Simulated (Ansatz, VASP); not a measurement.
# Two plane-wave programs on Rb

Contents of INCAR:

```
SYSTEM = Rb
PREC = Accurate
ENCUT = 520
EDIFF = 1E-8
ISMEAR = -1
SIGMA = 0.05
LREAL = .FALSE.
LASPH = .TRUE.
NELM = 60
ALGO = Normal
ISIF = 2
LWAVE = .FALSE.
LCHARG = .FALSE.
GGA = PS
LEFG = .TRUE.
NBANDS = 10
```

The input KPOINTS:

```
regular mesh
0
G
  8 8 8
  0 0 0
```

The input POSCAR:

```
Rb
1.0
   -2.8245833230      2.8245833230      2.8245833230
    2.8245833230     -2.8245833230      2.8245833230
    2.8245833230      2.8245833230     -2.8245833230
Rb
1
Direct
    0.0000000000      0.0000000000      0.0000000000
```

Input for Ansatz:

```yaml
crystal:
  lattice:
    - [-2.824583323, 2.824583323, 2.824583323]
    - [2.824583323, -2.824583323, 2.824583323]
    - [2.824583323, 2.824583323, -2.824583323]
  atoms:
    - { symbol: Rb, position: [0.0, 0.0, 0.0] }
kpoints:
  mp_grid: { grid: [8, 8, 8] }
scf:
  occupations: { method: fermi_dirac, width: 0.05 }
hamiltonian:
  xc: pbesol
  pseudopotentials: { kind: paw }
output:
  forces: true
  stress: true
  eigenvalues: true
  efg: { contact_densities: true }
```

Change from the starting cell: volume scaled by 1.02, PAW files.

Alike in both runs: task electric field gradients; functional PBEsol; k mesh 8 × 8 × 8; occupations fermi-dirac, width 0.05 eV; no spin polarisation.

```csv
,VASP,Ansatz
version,VASP 6.6.1,Ansatz 0.2.0
potentials or method,"VASP PAW PBE potentials, release 64 (Rb_sv)","PAW with Ansatz's default frozen-core files, scalar-relativistic"
plane-wave cutoff (eV),520,420
valence electrons in the cell,9,9
```

```tsv
	VASP	Ansatz	Ansatz less VASP
pressure (GPa)	-0.1	-0.1	0.00
```

VASP's potentials were made for PBE, not for PBEsol.
